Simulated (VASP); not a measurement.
# SiNi3 (Pm-3m) in VASP: notebook

The runs below take SiNi3 through relaxation of cell and atoms, single point, with PBEsol.

Everything below comes from runs of VASP 6.6.1. Logs are shortened: lines on timing, memory, paths and dates and some standing lists are left out, and cuts for length are marked.

### Step 1. The cell of the first run

The structure is cubic, space group Pm-3m (No. 221). The conventional cell has a = 3.317 Å, b = 3.317 Å, c = 3.317 Å, α = 90.00°, β = 90.00°, γ = 90.00°. Si (site symmetry m-3m) has 12 Ni at 2.35 Å within 3.1 Å. Within 3.1 Å of Ni (site symmetry 4/mmm) lie 4 Si at 2.35 Å and 8 Ni at 2.35 Å.

### Step 2. Relaxation of cell and atoms, PBEsol, target pressure 40 GPa, at which the enthalpy is minimised

File INCAR:

```
SYSTEM = SiNi3
PREC = Accurate
ENCUT = 600
EDIFF = 1E-6
ISMEAR = 0
SIGMA = 0.1
LREAL = .False.
LASPH = .True.
NELM = 60
ALGO = Normal
ISIF = 3
LWAVE = .False.
LCHARG = .False.
GGA = PS
IBRION = 2
NSW = 70
EDIFFG = -0.008
PSTRESS = 400.0
```

File KPOINTS:

```
regular mesh
0
Gamma
  12 12 12
  0 0 0
```

File POSCAR:

```
SiNi3
1.0
    3.3165166037      0.0000000000      0.0000000000
    0.0000000000      3.3165166037      0.0000000000
    0.0000000000      0.0000000000      3.3165166037
Si Ni
1 3
Direct
    0.0000000000      0.0000000000      0.0000000000
    0.0000000000      0.5000000000      0.5000000000
    0.5000000000      0.0000000000      0.5000000000
    0.5000000000      0.5000000000      0.0000000000
```

Potentials or basis: VASP PAW PBE potentials, release 64 (Si, Ni).

The run is started by

```bash
> cat potpaw_PBE.64/Si/POTCAR potpaw_PBE.64/Ni/POTCAR > POTCAR
> mpirun -np 1 vasp_std > vasp.out
```

OUTCAR:

```text
SYSTEM = SiNi3
   PREC = Accurate
   ENCUT = 600
   EDIFF = 1E-6
   ISMEAR = 0
   LREAL = .False.
   LASPH = .True.
   NELM = 60
   ISIF = 3
   GGA = PS
   IBRION = 2
   NSW = 70
   EDIFFG = -0.008
   PSTRESS = 400.0

 ion  position               nearest neighbor table
   1  0.000  0.000  0.000-   2 2.35   3 2.35   4 2.35   2 2.35   3 2.35   2 2.35   4 2.35   2 2.35
                             3 2.35   4 2.35   3 2.35   4 2.35
   2  0.000  0.500  0.500-   1 2.35   3 2.35   4 2.35   1 2.35   4 2.35   1 2.35   3 2.35   1 2.35
                             3 2.35   4 2.35   4 2.35   3 2.35
   3  0.500  0.000  0.500-   1 2.35   2 2.35   4 2.35   1 2.35   4 2.35   2 2.35   4 2.35   4 2.35
                             1 2.35   2 2.35   1 2.35   2 2.35
   4  0.500  0.500  0.000-   1 2.35   2 2.35   3 2.35   2 2.35   3 2.35   1 2.35   3 2.35   3 2.35
                             1 2.35   2 2.35   2 2.35   1 2.35

  LATTYP: Found a simple cubic cell.
 ALAT       =     3.3165166037

  Lattice vectors:

 A1 = (   3.3165166037,   0.0000000000,   0.0000000000)
 A2 = (   0.0000000000,   3.3165166037,   0.0000000000)
 A3 = (   0.0000000000,   0.0000000000,   3.3165166037)

Analysis of symmetry for initial positions (statically):
=====================================================================
 Subroutine PRICEL returns:
 Original cell was already a primitive cell.

 Routine SETGRP: Setting up the symmetry group for a
 simple cubic supercell.

 Subroutine GETGRP returns: Found 48 space group operations
 (whereof 48 operations were pure point group operations)
 out of a pool of 48 trial point group operations.

The static configuration has the point symmetry O_h .

Analysis of symmetry for dynamics (positions and initial velocities):
=====================================================================
 Subroutine PRICEL returns:
 Original cell was already a primitive cell.

 Routine SETGRP: Setting up the symmetry group for a
 simple cubic supercell.

 Subroutine GETGRP returns: Found 48 space group operations
 (whereof 48 operations were pure point group operations)
 out of a pool of 48 trial point group operations.

The dynamic configuration has the point symmetry O_h .

 Subroutine INISYM returns: Found 48 space group operations
 (whereof 48 operations are pure point group operations),
 and found     1 'primitive' translations

----------------------------------------------------------------------------------------

                                     Primitive cell

  volume of cell :      36.4793

  direct lattice vectors                    reciprocal lattice vectors
     3.316516604  0.000000000  0.000000000     0.301521180  0.000000000  0.000000000
     0.000000000  3.316516604  0.000000000     0.000000000  0.301521180  0.000000000
     0.000000000  0.000000000  3.316516604     0.000000000  0.000000000  0.301521180

  length of vectors
     3.316516604  3.316516604  3.316516604     0.301521180  0.301521180  0.301521180

  position of ions in fractional coordinates (direct lattice)
     0.000000000  0.000000000  0.000000000
     0.000000000  0.500000000  0.500000000
     0.500000000  0.000000000  0.500000000
     0.500000000  0.500000000  0.000000000

  ion indices of the primitive-cell ions
   primitive index   ion index
                 1           1
                 2           2
                 3           3
                 4           4

----------------------------------------------------------------------------------------

 KPOINTS: regular mesh

Automatic generation of k-mesh.
 Grid dimensions read from file:
 generate k-points for:   12   12   12

 Generating k-lattice:

  Cartesian coordinates                     Fractional coordinates (reciprocal lattice)
     0.025126765  0.000000000  0.000000000     0.083333333  0.000000000  0.000000000
     0.000000000  0.025126765  0.000000000     0.000000000  0.083333333  0.000000000
     0.000000000  0.000000000  0.025126765     0.000000000  0.000000000  0.083333333

  Length of vectors
     0.025126765  0.025126765  0.025126765

  Shift w.r.t. Gamma in fractional coordinates (k-lattice)
     0.000000000  0.000000000  0.000000000

 Subroutine IBZKPT returns following result:
 ===========================================

 Found     84 irreducible k-points:

 Following reciprocal coordinates:
            Coordinates               Weight
  0.000000  0.000000  0.000000      1.000000
  0.083333  0.000000  0.000000      6.000000
  0.166667  0.000000  0.000000      6.000000
  0.250000  0.000000  0.000000      6.000000
  0.333333  0.000000  0.000000      6.000000
  0.416667  0.000000  0.000000      6.000000
[... 16 lines left out ...]
  0.333333  0.333333  0.000000     12.000000
  0.416667  0.333333  0.000000     24.000000
 [... further k-points ...]
   k-points           NKPTS =     84   k-points in BZ     NKDIM =     84   number of bands    NBANDS=     21
   number of dos      NEDOS =    301   number of ions     NIONS =      4
   total plane-waves  NPLWV =  21952
   dimension x,y,z NGX =    28 NGY =   28 NGZ =   28
   dimension x,y,z NGXF=    56 NGYF=   56 NGZF=   56
   ions per type =               1   3
   NGX,Y,Z   is equivalent  to a cutoff of  14.04, 14.04, 14.04 a.u.
   NGXF,Y,Z  is equivalent  to a cutoff of  28.07, 28.07, 28.07 a.u.
 SYSTEM =  SiNi3
   PREC   = accura    normal or accurate (medium, high low for compatibility)
   ISTART =      0    job   : 0-new  1-cont  2-samecut
   ICHARG =      2    charge: 1-file 2-atom 10-const
   ISPIN  =      1    spin polarized calculation?
   LNONCOLLINEAR =      F non collinear calculations
   LSORBIT =      F    spin-orbit coupling
   LASPH  =      T    aspherical Exc in radial PAW
   ENCUT  =  600.0 eV  44.10 Ry    6.64 a.u.   6.62  6.62  6.62*2*pi/ulx,y,z
   NELM   =     60;   NELMIN=  2; NELMDL= -5     # of ELM steps
   EDIFF  = 0.1E-05   stopping-criterion for ELM
   LREAL  =      F    real-space projection
   EDIFFG = -.8E-02   stopping-criterion for IOM
   NSW    =     70    number of steps for IOM
   IBRION =      2    ionic relax: 0-MD 1-quasi-New 2-CG
   NFREE  =      1    steps in history (QN), initial steepest desc. (CG)
   ISIF   =      3    stress and relaxation
   ISYM   =      2    0-nonsym 1-usesym 2-fastsym
   POTIM  = 0.5000    time-step for ionic-motion
   TEBEG  =    0.0;   TEEND  =   0.0 temperature during run
   PSTRESS=  400.0 pullay stress
   NELECT =      34.0000    total number of electrons
   NUPDOWN=      -1.0000    fix difference up-down
   EMIN   =  10.00;   EMAX   =-10.00  energy-range for DOS
   EFERMI =   0.00;   METHOD = LEGACY
   ISMEAR =     0;   SIGMA  =   0.10  broadening in eV -4-tet -1-fermi 0-gaus
   EFERMI_NEDOS =   21; number of points for ismear=-14 and -15
   IALGO  =     38    algorithm
   IMIX   =      4    mixing-type and parameters
     AMIX     =   0.40;   BMIX     =  1.00
     AMIX_MAG =   1.60;   BMIX_MAG =  1.00
  volume/ion in A,a.u.               =       9.12        61.54
  Fermi-wavevector in a.u.,A,eV,Ry     =   1.599137  3.021930 34.793344  2.557239
  Thomas-Fermi vector in A             =   2.696477
   LORBIT       =      0    0 simple, 1 ext, 2 COOP (PROOUT), +10 PAW based schemes
   GGA     = PS    functional components
   LHFCALC =     F    Hartree Fock is set to
   AEXX    =    0.0000 exact exchange contribution
   IVDW    =     0    specifies the selected vdW correction
   LEPSILON=     F    determine dielectric tensor
   LRPA    =     F    only Hartree local field effects (RPA)
 conjugate gradient relaxation of ions
 non-spin polarized calculation
 Gauss-broadening in eV      SIGMA  =   0.10
  energy-cutoff  :      600.00
  volume of cell :       36.48
 maximum number of plane-waves:      1240
 NGX is ok and might be reduce to    28
   NGX = 13   NGY = 13   NGZ = 13

--------------------------------------- Ionic step        1  -------------------------------------------

 number of electron      33.9999999 magnetization

 Free energy of the ion-electron system (eV)
  ---------------------------------------------------
  ext. energy  EPLUGINS =         0.00000000
  ---------------------------------------------------
  free energy    TOTEN  =       -25.72476949 eV

  energy without entropy =      -25.71573298  energy(sigma->0) =      -25.72025123

------------------------ aborting loop because EDIFF is reached ----------------------------------------

  FORCE on cell =-STRESS in cart. coord.  units (eV):
  Direction    XX          YY          ZZ          XY          YZ          ZX
  --------------------------------------------------------------------------------------
  -------------------------------------------------------------------------------------
  Total        9.4012538      9.4012538      9.4012538      0.0000000      0.0000000      0.0000000
  in kB      412.9047050    412.9047050    412.9047050      0.0000000      0.0000000      0.0000000
  external PRESSURE =      12.9047050 kB  Pullay stress =     400.0000000 kB

 VOLUME and BASIS-vectors are now :
 -----------------------------------------------------------------------------
  energy-cutoff  :      600.00
  volume of cell :       36.48
      direct lattice vectors                 reciprocal lattice vectors
     3.316516604  0.000000000  0.000000000     0.301521180  0.000000000  0.000000000
     0.000000000  3.316516604  0.000000000     0.000000000  0.301521180  0.000000000
     0.000000000  0.000000000  3.316516604     0.000000000  0.000000000  0.301521180
[... 50 lines left out ...]
  FREE ENERGIE OF THE ION-ELECTRON SYSTEM (eV)
  ---------------------------------------------------
  free  energy   TOTEN  =       -25.8197948633 eV

  energy  without entropy=      -25.8106814937  energy(sigma->0) =      -25.81523818

  enthalpy is  TOTEN    =       -16.6151977311 eV   P V=        9.2045971322

--------------------------------------- Ionic step        3  -------------------------------------------

 number of electron      34.0000004 magnetization

 Free energy of the ion-electron system (eV)
  ---------------------------------------------------
  ext. energy  EPLUGINS =         0.00000000
  ---------------------------------------------------
  free energy    TOTEN  =       -25.75389709 eV

  energy without entropy =      -25.74483826  energy(sigma->0) =      -25.74936768

 E-fermi :  13.1646     XC(G=0): -14.1701

 val. band max:       13.1639027524   @ k =   0.0833   0.0833   0.0000
 cond. band min:      13.1959645065   @ k =   0.4167   0.4167   0.3333
 fundamental gap:      0.0320617541
 Fermi energy:        13.1645684509

 k-point     1 :       0.0000    0.0000    0.0000
  band No.  band energies     occupation
      1      -0.1440      2.00000
      2       7.1051      2.00000
      3       7.9974      2.00000
      4       7.9974      2.00000
      5       8.6369      2.00000
      6       8.6369      2.00000
[... 13 lines left out ...]
     20      19.6592      0.00000
     21      20.3020      0.00000
[... 529 lines left out ...]
 k-point    24 :       0.4167    0.3333    0.0000
  band No.  band energies     occupation
      1       3.0540      2.00000
      2       5.7829      2.00000
      3       6.7589      2.00000
      4       8.3135      2.00000
      5       8.7644      2.00000
      6       9.4663      2.00000
[... 13 lines left out ...]
     20      18.3457      0.00000
     21      20.1137      0.00000

 [... further k-points ...]
[... 5 lines left out ...]
  --------------------------------------------------------------------------------------
  -------------------------------------------------------------------------------------
  Total        9.1473380      9.1473380      9.1473380     -0.0000000      0.0000000     -0.0000000
  in kB      400.4925750    400.4925750    400.4925750     -0.0000000      0.0000000     -0.0000000
  external PRESSURE =       0.4925750 kB  Pullay stress =     400.0000000 kB

 VOLUME and BASIS-vectors are now :
 -----------------------------------------------------------------------------
  energy-cutoff  :      600.00
  volume of cell :       36.59
      direct lattice vectors                 reciprocal lattice vectors
     3.319991310  0.000000000  0.000000000     0.301205608 -0.000000000  0.000000000
     0.000000000  3.319991310  0.000000000    -0.000000000  0.301205608 -0.000000000
    -0.000000000  0.000000000  3.319991310    -0.000000000 -0.000000000  0.301205608

 POSITION                                       TOTAL-FORCE (eV/Angst)
 -----------------------------------------------------------------------------------
      0.00000      0.00000      0.00000         0.000000     -0.000000      0.000000
     -0.00000      1.66000      1.66000        -0.000000      0.000000      0.000000
      1.66000      0.00000      1.66000        -0.000000      0.000000      0.000000
      1.66000      1.66000      0.00000         0.000000     -0.000000      0.000000
 -----------------------------------------------------------------------------------
    total drift:                                0.000000      0.000000      0.000000

  FREE ENERGIE OF THE ION-ELECTRON SYSTEM (eV)
  ---------------------------------------------------
  free  energy   TOTEN  =       -25.7538970931 eV

  energy  without entropy=      -25.7448382633  energy(sigma->0) =      -25.74936768

  enthalpy is  TOTEN    =       -16.6178096073 eV   P V=        9.1360874858

 reached required accuracy - stopping structural energy minimisation
```

Wall time 62 s (1 thread of Intel Xeon 6975P-C (Granite Rapids), shared host); peak memory 0.2 GiB.

What came out:

```yaml
Free_energy: -25.7539 eV
Relaxed_volume: 9.15 Å³/atom
Relaxed_cell: a = 3.320 Å, b = 3.320 Å, c = 3.320 Å, α = 90.00°, β = 90.00°, γ = 90.00°
Space_group_after_relaxing_to_0.1_Å: Pm-3m (No. 221)
Energy_change_on_relaxing_the_run_minimises_the_enthalpy: -7.3 meV/atom
Ionic_steps: 3
Pressure_after_relaxing: 40.0 GPa
Band_gap_on_the_k_mesh: zero (bands 17 and 18 overlap by 0.30 eV)
```

Step by step:
```csv
step,energy change (eV),largest force (eV/Å),pressure (GPa),volume (Å³)
1,0.0000,0.0000,41.29,36.48
2,-0.0950,0.0000,36.99,36.87
3,-0.0291,0.0000,40.05,36.59
```

Final structure:
```
Si Ni
1.0
     3.31999    0.00000    0.00000
     0.00000    3.31999    0.00000
     0.00000    0.00000    3.31999
Si Ni
1 3
Direct
  0.00000 0.00000 0.00000
  0.00000 0.50000 0.50000
  0.50000 0.00000 0.50000
  0.50000 0.50000 0.00000
```

Levels at points of the mesh, in eV from the Fermi level:
```tsv
k point	band 15	band 16	band 17	band 18	band 19	band 20
(0.00, 0.00, 0.00)	-0.77	-0.35	0.05	0.05	0.05	6.49
(0.50, 0.00, 0.00)	-1.45	-0.69	0.05	4.31	4.31	5.67
(0.50, 0.50, 0.00)	-1.40	-1.30	-1.21	0.84	0.84	6.72
(0.50, 0.50, 0.50)	-1.58	-0.78	-0.25	-0.25	-0.25	2.04
```

Caveat: the cell is relaxed towards a set pressure, so the run minimises the enthalpy, not the energy; the PAW data sets were made with another functional, which shifts forces and pressure a little. Spin polarisation is off, so any magnetic state and its effect on volume and gap are missing.

### Step 3. Relaxation of cell and atoms, PBEsol, target pressure 20 GPa, at which the enthalpy is minimised

This run uses another cell than the first one, of 9.65 Å³/atom.

File INCAR:

```
ALGO = Normal ; EDIFF = 1E-6
EDIFFG = -0.008 ; ENCUT = 600
GGA = PS ; IBRION = 2
ISIF = 3 ; ISMEAR = 0
LASPH = True ; LCHARG = False
LREAL = False ; LWAVE = False
NELM = 80 ; NSW = 70
PREC = Accurate ; PSTRESS = 200.0
SIGMA = 0.1
```

File KPOINTS:

```
k-points
0
Gamma
  12 12 12
```

File POSCAR:

```
SiNi3
1.0
    3.3790196449      0.0000000000      0.0000000000
    0.0000000000      3.3790196449      0.0000000000
    0.0000000000      0.0000000000      3.3790196449
Si Ni
1 3
Direct
    0.0000000000      0.0000000000      0.0000000000
    0.0000000000      0.5000000000      0.5000000000
    0.5000000000      0.0000000000      0.5000000000
    0.5000000000      0.5000000000      0.0000000000
```

Potentials or basis: VASP PAW PBE potentials, release 64 (Si, Ni).

The run is started by

```bash
> cat potpaw_PBE.64/Si/POTCAR potpaw_PBE.64/Ni/POTCAR > POTCAR
> mpirun -np 1 vasp_std > vasp.out
```

Run time: 56 s. Hardware: 1 thread of Intel Xeon 6975P-C (Granite Rapids), shared host; peak memory 0.21 GiB.

It converged, with:

* Free energy: -26.1297 eV
* Relaxed volume: 9.66 Å³/atom
* Relaxed cell: a = 3.380 Å, b = 3.380 Å, c = 3.380 Å, α = 90.00°, β = 90.00°, γ = 90.00°
* Space group after relaxing (to 0.1 Å): Pm-3m (No. 221)
* Energy change on relaxing (the run minimises the enthalpy): -1.4 meV/atom
* Ionic steps: 3
* Pressure after relaxing: 20.0 GPa
* Band gap on the k mesh: zero (bands 17 and 18 overlap by 0.28 eV)

The path:
```
step  energy change (eV)  largest force (eV/Å)  pressure (GPa)  volume (Å³)
   1              0.0000                0.0000           20.30        38.58
   2             -0.0126                0.0000           19.54        38.68
   3             -0.0057                0.0000           20.04        38.63
```

Final structure:
```
Si Ni
1.0
     3.38034    0.00000    0.00000
     0.00000    3.38034    0.00000
     0.00000    0.00000    3.38034
Si Ni
1 3
Direct
  0.00000 0.00000 0.00000
  0.00000 0.50000 0.50000
  0.50000 0.00000 0.50000
  0.50000 0.50000 0.00000
```

Levels at points of the mesh, in eV from the Fermi level:
```
           k point  band 13  band 14  band 15  band 16  band 17  band 18  band 19  band 20  band 21
(0.00, 0.00, 0.00)    -1.02    -0.71    -0.71    -0.33     0.04     0.04     0.04     5.92     6.86
(0.50, 0.00, 0.00)    -1.54    -1.51    -1.34    -0.63     0.05     4.07     4.07     5.52     5.52
(0.50, 0.50, 0.00)    -1.68    -1.68    -1.30    -1.19    -1.12     0.78     0.78     6.34     6.90
(0.50, 0.50, 0.50)    -1.70    -1.46    -1.46    -0.66    -0.23    -0.23    -0.23     1.75     4.51
```

Caveat: the cell is relaxed towards a set pressure, so the run minimises the enthalpy, not the energy; the PAW data sets were made with another functional, which shifts forces and pressure a little.

[end of part 1 of 2]
